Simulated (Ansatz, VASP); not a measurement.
# One calculation of Nb, two programs

INCAR

```
PREC     = Accurate       # precision mode
ENCUT    = 500            # plane-wave cutoff, eV
EDIFF    = 1E-6           # SCF threshold, eV
ISMEAR   = -1             # smearing method
SIGMA    = 0.1            # smearing width, eV
LREAL    = False          # projectors in reciprocal space
LASPH    = True           # aspherical terms in the spheres
NELM     = 120            # most SCF steps
ALGO     = Normal         # electronic algorithm
ISIF     = 2              # what is computed and relaxed
LWAVE    = False          # write WAVECAR
LCHARG   = True           # write CHGCAR
GGA      = PE             # functional
LELF     = True           # ELF
LVHAR    = True         
NBANDS   = 12             # bands
GGA_COMPAT= False
```

File KPOINTS:

```
regular mesh
0
Gamma
  14 14 14
```

POSCAR

```
Nb
1.0
   -1.6639500000      1.6639500000      1.6639500000
    1.6639500000     -1.6639500000      1.6639500000
    1.6639500000      1.6639500000     -1.6639500000
Nb
1
Direct
    0.0000000000      0.0000000000      0.0000000000
```

Input for Ansatz:

```yaml
crystal:
  lattice:
    bravais: bcc
    a: 3.3279
  space_group: 229
  atoms:
    - { symbol: Nb, position: [0.0, 0.0, 0.0] }
  reduce_to_primitive: true
kpoints:
  mp_grid:
    grid: [14, 14, 14]
hamiltonian:
  xc: pbe
  pseudopotentials:
    kind: nc
scf:
  occupations:
    method: fermi_dirac
output:
  forces: true
  stress: true
  eigenvalues: true
```

Alike in both runs: task single point; functional PBE; k mesh 14 × 14 × 14; no spin polarisation.

|  | VASP | Ansatz |
| --- | --- | --- |
| version | VASP 6.6.1 | Ansatz 0.2.0 |
| potentials or method | VASP PAW PBE potentials, release 64 (Nb_sv) | plane waves, norm-conserving potentials |
| plane-wave cutoff (eV) | 500 | 1116 |
| occupations | fermi-dirac, width 0.1 eV | fermi-dirac |
| valence electrons in the cell | 13 | 13 |

```tsv
	VASP	Ansatz	Ansatz less VASP
gap on the k mesh at the Fermi level (eV)	none	none	-
pressure (GPa)	-2.6	-2.2	+0.37
```

A gap of «none» marks a metal or a gap that the smearing closes.
